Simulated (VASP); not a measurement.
# CdSe: single point with PBEsol+D3(BJ)

The system is CdSe.

```
Cd Se
1.0
     0.00000    3.04966    3.04966
     3.04966    0.00000    3.04966
     3.04966    3.04966    0.00000
Cd Se
1 1
Direct
  0.00000 0.00000 0.00000
  0.25000 0.25000 0.25000
```

This cell differs from its parent crystal: volume scaled by 0.98.

```
Program             : VASP 6.6.1
Task                : single point
Functional          : PBEsol
Dispersion          : D3(BJ)
Potentials or basis : VASP PAW PBE potentials, release 64 (Cd, Se)
Cutoff              : 520 eV
k mesh              : 8 × 8 × 8
Occupations         : gaussian, width 0.1 eV
Spin                : no spin polarisation
```

* Pressure: -1.8 GPa
* Band gap on the k mesh: 0.47 eV, direct
* Dispersion energy per atom: -0.293 eV

Levels at points of the mesh, in eV from the valence-band top:
| k point | band 7 | band 8 | band 9 | band 10 | band 11 | band 12 |
| --- | --- | --- | --- | --- | --- | --- |
| (0.00, 0.00, 0.00) | 0.00 | 0.00 | 0.00 | 0.47 | 5.85 | 5.85 |
| (0.50, 0.00, 0.00) | -4.40 | -0.75 | -0.75 | 2.28 | 6.36 | 6.36 |
| (0.50, 0.50, 0.00) | -4.09 | -1.85 | -1.85 | 3.02 | 3.67 | 8.94 |

Wall time 29 s on 1 thread of Intel(R) Xeon(R) Platinum 8488C (Sapphire Rapids), with other jobs on the host, peak memory 0.19 GiB.

Caveat: three body term missing; the PAW data sets were made with another functional, which shifts forces and pressure a little.
